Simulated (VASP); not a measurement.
# Hf3Be (I4/mmm) in VASP: settings compared, part 2 of 2

VASP 6.6.1.

## 3. Single point, r2SCAN

POSCAR reads:

```
Hf3Be
1.0
   -2.0920000000      2.0920000000      4.3530460000
    2.0920000000     -2.0920000000      4.3530460000
    2.0920000000      2.0920000000     -4.3530460000
Hf Be
3 1
Direct
    0.5000000000      0.5000000000      0.0000000000
    0.2500000000      0.7500000000      0.5000000000
    0.7500000000      0.2500000000      0.5000000000
    0.0000000000      0.0000000000      0.0000000000
```

INCAR.step1 reads:

```
ALGO = Normal
EDIFF = 1E-4
ENCUT = 520
GGA = PE
ISMEAR = -1
LASPH = True
LCHARG = False
LREAL = False
LWAVE = True
NBANDS = 24
NELM = 80
PREC = Accurate
SIGMA = 0.05
```

INCAR.step2 reads:

```
ALGO = Normal
EDIFF = 1E-7
ENCUT = 520
ISIF = 2
ISMEAR = -1
ISTART = 1
LASPH = True
LCHARG = True
LELF = True
LMIXTAU = True
LREAL = False
LVHAR = True
LWAVE = False
METAGGA = R2SCAN
NBANDS = 24
NELM = 80
PREC = Accurate
SIGMA = 0.05
```

KPOINTS reads:

```
k-points
0
Gamma
  5 5 5
```

Potentials or basis: VASP PAW PBE potentials, release 64 (Hf_pv, Be).

The run is started by

```console
$ cat potpaw_PBE.64/Hf_pv/POTCAR potpaw_PBE.64/Be/POTCAR > POTCAR
$ cp INCAR.step1 INCAR
$ mpirun -np 1 vasp_std > vasp.out
$ cp INCAR.step2 INCAR
$ mpirun -np 1 vasp_std > vasp.out
```

OUTCAR:

```text
EDIFF = 1E-7
   ENCUT = 520
   ISIF = 2
   ISMEAR = -1
   ISTART = 1
   LASPH = True
   LREAL = False
   METAGGA = R2SCAN
   NELM = 80
   PREC = Accurate

 ion  position               nearest neighbor table
   1  0.500  0.500  0.000-   4 2.96   4 2.96   4 2.96   4 2.96   2 3.02   2 3.02   3 3.02   3 3.02
                             3 3.02   2 3.02   3 3.02   2 3.02
   2  0.250  0.750  0.500-   3 2.96   3 2.96   3 2.96   3 2.96   4 3.02   4 3.02   1 3.02   1 3.02
                             4 3.02   1 3.02   4 3.02   1 3.02
   3  0.750  0.250  0.500-   2 2.96   2 2.96   2 2.96   2 2.96   1 3.02   1 3.02   4 3.02   4 3.02
                             4 3.02   1 3.02   4 3.02   1 3.02
   4  0.000  0.000  0.000-   1 2.96   1 2.96   1 2.96   1 2.96   3 3.02   3 3.02   2 3.02   2 3.02
                             3 3.02   2 3.02   3 3.02   2 3.02

  LATTYP: Found a body centered tetragonal cell.
 ALAT       =     4.1840000000
 C/A-ratio  =     2.0808059273

  Lattice vectors:

 A1 = (  -2.0920000000,   2.0920000000,   4.3530460000)
 A2 = (   2.0920000000,  -2.0920000000,   4.3530460000)
 A3 = (   2.0920000000,   2.0920000000,  -4.3530460000)

[... 169 lines left out ...]

 E-fermi :   4.4663     XC(G=0): -11.9876

 val. band max:        4.4404561957   @ k =   0.4000   0.4000   0.0000
 cond. band min:       4.4847045114   @ k =  -0.2000   0.2000   0.2000
 fundamental gap:      0.0442483156
 Fermi energy:         4.4663000128

 k-point     1 :       0.0000    0.0000    0.0000
  band No.  band energies     occupation
      1     -27.2408      2.00000
      2     -27.1037      2.00000
      3     -27.1037      2.00000
      4     -26.8232      2.00000
      5     -26.8232      2.00000
      6     -26.6877      2.00000
[... 475 lines left out ...]
     23       8.5775      0.00000
     24      11.3995      0.00000

------------------------ aborting loop because EDIFF is reached ----------------------------------------

  FORCE on cell =-STRESS in cart. coord.  units (eV):
  Direction    XX          YY          ZZ          XY          YZ          ZX
  --------------------------------------------------------------------------------------
  -------------------------------------------------------------------------------------
  Total       -1.0027268     -1.0027268     -0.4199700      0.0000000     -0.0000000      0.0000000
  in kB      -21.0822330    -21.0822330     -8.8298274      0.0000000     -0.0000000      0.0000000
  external PRESSURE =     -16.9980978 kB  Pullay stress =       0.0000000 kB

 VOLUME and BASIS-vectors are now :
 -----------------------------------------------------------------------------
  energy-cutoff  :      520.00
  volume of cell :       76.20
      direct lattice vectors                 reciprocal lattice vectors
    -2.092000000  2.092000000  4.353046000     0.000000000  0.239005736  0.114862099
     2.092000000 -2.092000000  4.353046000     0.239005736  0.000000000  0.114862099
     2.092000000  2.092000000 -4.353046000     0.239005736  0.239005736  0.000000000

 POSITION                                       TOTAL-FORCE (eV/Angst)
 -----------------------------------------------------------------------------------
      0.00000      0.00000      4.35305        -0.000000     -0.000000     -0.000000
      2.09200      0.00000      2.17652         0.000000      0.000000     -0.000000
      0.00000      2.09200      2.17652        -0.000000      0.000000      0.000000
      0.00000      0.00000      0.00000        -0.000000     -0.000000     -0.000000
 -----------------------------------------------------------------------------------
    total drift:                                0.000000     -0.000000      0.000000

  FREE ENERGIE OF THE ION-ELECTRON SYSTEM (eV)
  ---------------------------------------------------
  free  energy   TOTEN  =      -139.3358739698 eV

  energy  without entropy=     -139.3205041216  energy(sigma->0) =     -139.32818905
```

OUTCAR.step1:

```text
EDIFF = 1E-4
   ENCUT = 520
   GGA = PE
   ISMEAR = -1
   LASPH = True
   LREAL = False
[... 708 lines left out ...]
      2.09200      0.00000      2.17652        -0.000000      0.000000      0.000000
      0.00000      2.09200      2.17652         0.000000     -0.000000      0.000000
      0.00000      0.00000      0.00000         0.000000     -0.000000     -0.000000
 -----------------------------------------------------------------------------------
    total drift:                                0.000000     -0.000000      0.000000

  FREE ENERGIE OF THE ION-ELECTRON SYSTEM (eV)
  ---------------------------------------------------
  free  energy   TOTEN  =       -33.1430996892 eV

  energy  without entropy=      -33.1277389765  energy(sigma->0) =      -33.13541933
```

OSZICAR.step1:

```text
N       E                     dE             d eps       ncg     rms          rms(c)
DAV:   1     0.108475675958E+03    0.10848E+03   -0.17533E+04   864   0.127E+03
DAV:   2    -0.286119723724E+02   -0.13709E+03   -0.12968E+03  1024   0.302E+02
DAV:   3    -0.343931652436E+02   -0.57812E+01   -0.54215E+01  1192   0.425E+01
DAV:   4    -0.345153272766E+02   -0.12216E+00   -0.12164E+00   984   0.643E+00
DAV:   5    -0.345187628357E+02   -0.34356E-02   -0.34340E-02  1240   0.911E-01    0.703E+01
DAV:   6    -0.333302603223E+02    0.11885E+01   -0.25853E+00  1008   0.680E+00    0.440E+01
DAV:   7    -0.331791167561E+02    0.15114E+00   -0.13505E+00  1096   0.601E+00    0.301E+00
DAV:   8    -0.331439253130E+02    0.35191E-01   -0.15167E-01   984   0.177E+00    0.128E+00
DAV:   9    -0.331433212484E+02    0.60406E-03   -0.12876E-02  1144   0.662E-01    0.644E-01
DAV:  10    -0.331430884526E+02    0.23280E-03   -0.74804E-04  1056   0.180E-01    0.917E-02
DAV:  11    -0.331430996892E+02   -0.11237E-04   -0.70931E-05   584   0.532E-02
   1 F= -.33143100E+02 E0= -.33135419E+02  d E =-.153607E-01
```

It took 8.6 min on 1 thread of AMD EPYC 7R13, shared host; peak memory 0.23 GiB.

What came out:

| Quantity | Value |
| --- | --- |
| Free energy | -139.3359 eV |
| Pressure | -1.7 GPa |
| Band gap on the k mesh | zero (band 16 reaches 4.66 eV, above the bottom of band 17 at 4.42 eV) |

Levels at points of the mesh, in eV from the Fermi level:
```csv
k point,band 13,band 14,band 15,band 16,band 17,band 18,band 19,band 20
"(0.00, 0.00, 0.00)",-1.39,-1.00,-1.00,0.19,0.87,0.87,1.61,3.37
```

Caveat: the k points lie up to 0.42 Å⁻¹ apart; the PAW data sets were made with another functional, which shifts forces and pressure a little; spin-orbit coupling is left out, which moves the levels of the heavy elements.
